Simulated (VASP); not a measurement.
MnSb, 4 atoms in the cell. The structure is hexagonal, space group P6_3/mmc (No. 194). The conventional cell has a = 4.141 Å, b = 4.141 Å, c = 5.670 Å, α = 90.00°, β = 90.00°, γ = 120.00°. Within 3.7 Å of Sb (site symmetry -6m2) lie 6 Mn at 2.78 Å. Within 3.7 Å of Mn (site symmetry -3m) lie 6 Sb at 2.78 Å and 2 Mn at 2.84 Å. 

| Item | Value |
| --- | --- |
| Program | VASP 6.6.1 |
| Task | single point |
| Functional | revPBE |
| Potentials or basis | VASP PAW PBE potentials, release 64 (Sb, Mn_pv) |
| Cutoff | 520 eV |
| k mesh | 7 × 7 × 5 |
| Occupations | fermi-dirac, width 0.05 eV |
| Spin | collinear spin, ferromagnetic start |
| Starting moments | [0.0, 0.0, 4.0, 4.0] μB |
| Dipole correction | no |
| Further INCAR settings | ALGO = Normal; EDIFF = 1e-06; NBANDS = 30 |

Potentials or basis: VASP PAW PBE potentials, release 64 (Sb, Mn_pv).

Command:

```sh
$ cat potpaw_PBE.64/Sb/POTCAR potpaw_PBE.64/Mn_pv/POTCAR > POTCAR
$ mpirun -np 1 vasp_std > vasp.out
```

Hardware: 1 thread of Intel(R) Xeon(R) Platinum 8488C (Sapphire Rapids), with other jobs on the host.

Estimate the wall time of this run.

It took 120 s on 1 thread of Intel(R) Xeon(R) Platinum 8488C (Sapphire Rapids), on a shared host, peak memory 0.28 GiB. Counts: scf iterations 15, k points 24.
